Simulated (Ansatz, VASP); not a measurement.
# InSb in VASP and in Ansatz

```
In Sb
1.0
     0.00000    3.23910    3.23910
     3.23910    0.00000    3.23910
     3.23910    3.23910    0.00000
In Sb
1 1
Direct
  0.00000 0.00000 0.00000
  0.75000 0.75000 0.75000
```

Alike in both runs: task relaxation of cell and atoms; functional PBE; dispersion D3(BJ); k mesh 12 × 12 × 12; occupations gaussian, width 0.1 eV; no spin polarisation.

|  | VASP | Ansatz |
| --- | --- | --- |
| version | VASP 6.6.1 | Ansatz 0.2.0 |
| potentials or method | VASP PAW PBE potentials, release 64 (In_d, Sb), cutoff 600 eV | scalar-relativistic, plane waves, PAW |
| valence electrons in the cell | 18 | 28 |

```tsv
	VASP	Ansatz	Ansatz less VASP
gap on the k mesh at the Fermi level, each at its own relaxed structure (eV)	none	none	-
relaxed volume (Å³/atom)	35.02	35.08	+0.053
relaxed length of the cell vector where the two differ most in proportion (Å)	4.627	4.629	+0.0023
```

A gap of «none» marks a metal or a gap that the smearing closes. VASP's potentials hold 18 valence electrons a cell and Ansatz's 28, so a difference there can come from the potentials and not from the codes.

Neither program's run includes spin-orbit coupling.
